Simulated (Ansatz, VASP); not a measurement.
# One calculation of BaH6Rh, two programs

INCAR

```
PREC = Accurate
ENCUT = 520
EDIFF = 1E-6
ISMEAR = 0
SIGMA = 0.1
LREAL = F
LASPH = T
NELM = 150
ALGO = Normal
ISIF = 2
LWAVE = F
LCHARG = F
ISPIN = 2
MAGMOM = 0 0 0 0 0 0 0 0.44
LORBIT = 11
LMAXMIX = 4
GGA = PE
NBANDS = 30
```

File KPOINTS:

```
Automatic mesh
0
Gamma
  8 8 8
```

File POSCAR:

```
BaH6Rh
1.0
    0.0000000000      4.1495079564      4.1495079564
    4.1495079564      0.0000000000      4.1495079564
    4.1495079564      4.1495079564      0.0000000000
Ba H Rh
1 6 1
Direct
    0.5000000000      0.5000000000      0.5000000000
    0.8009270216      0.1990729784      0.1990729784
    0.1990729784      0.8009270216      0.8009270216
    0.1990729784      0.8009270216      0.1990729784
    0.8009270216      0.1990729784      0.8009270216
    0.1990729784      0.1990729784      0.8009270216
    0.8009270216      0.8009270216      0.1990729784
    0.0000000000      0.0000000000      0.0000000000
```

Input for Ansatz:

```yaml
crystal:
  lattice:
    - [0.0, 4.1495079564, 4.1495079564]
    - [4.1495079564, 0.0, 4.1495079564]
    - [4.1495079564, 4.1495079564, 0.0]
  atoms:
    - { symbol: Ba, position: [0.5, 0.5, 0.5] }
    - { symbol: H, position: [0.8009270216, 0.1990729784, 0.1990729784] }
    - { symbol: H, position: [0.1990729784, 0.8009270216, 0.8009270216] }
    - { symbol: H, position: [0.1990729784, 0.8009270216, 0.1990729784] }
    - { symbol: H, position: [0.8009270216, 0.1990729784, 0.8009270216] }
    - { symbol: H, position: [0.1990729784, 0.1990729784, 0.8009270216] }
    - { symbol: H, position: [0.8009270216, 0.8009270216, 0.1990729784] }
    - { symbol: Rh, position: [0.0, 0.0, 0.0], spin: 0.44 }
basis:
  ecutwfc: 420
kpoints:
  mp_grid: { grid: [8, 8, 8] }
  band_path:
    path:
      - [[0.0, 0.0, 0.0], [0.5, 0.0, 0.5], [0.625, 0.25, 0.625]]
      - [[0.375, 0.375, 0.75], [0.0, 0.0, 0.0], [0.5, 0.5, 0.5], [0.5, 0.25, 0.75], [0.5, 0.0, 0.5]]
    npoints: 14
hamiltonian:
  xc: pbe
scf:
  occupations: { method: gaussian, width: 0.1 }
  n_extra_bands: 20
output:
  forces: true
  stress: true
  eigenvalues: true
  populations: true
  dos: { projected: true, de: 0.02, nscf_kmesh: { grid: [10, 10, 10] } }
  bader: true
  write_density: true
  write_potential: true
  elf: true
  volumetric_format: npy
magnetization:
  spin_polarized: true
checkpoint:
  read: start.run
  write: ck
  compress: false
  write_wavefunctions: false
  write_every: 100000
```

Alike in both runs: task single point; functional PBE; k mesh 8 × 8 × 8; occupations gaussian, width 0.1 eV; collinear spin.

|  | VASP | Ansatz |
| --- | --- | --- |
| version | VASP 6.6.1 | Ansatz 0.2.0 |
| potentials or method | VASP PAW PBE potentials, release 64 (Ba_sv, H, Rh_pv), cutoff 520 eV | scalar-relativistic, plane waves, PAW |
| valence electrons in the cell | 31 | 33 |

|  | VASP | Ansatz | Ansatz less VASP |
| --- | --- | --- | --- |
| gap on the k mesh at the Fermi level (eV) | none | none | - |
| pressure (GPa) | 0.1 | 0.0 | -0.10 |
| rms of the force components (eV/Å) | 0.017 | 0.001 | -0.0152 |
| net moment per atom (μB) | 0.12 | 0.12 | +0.001 |
| size of the moment on the site where the two differ most (μB) | 0.72 | 0.40 | -0.320 |

Site moments also hang on the region over which each program counts them. Atom by atom the forces differ by 0.015 eV/Å (rms over components). A gap of «none» marks a metal or a gap that the smearing closes. VASP's potentials hold 31 valence electrons a cell and Ansatz's 33, so a difference there can come from the potentials and not from the codes. Ansatz's warnings: stability check not made.

Spin-orbit coupling is off throughout.
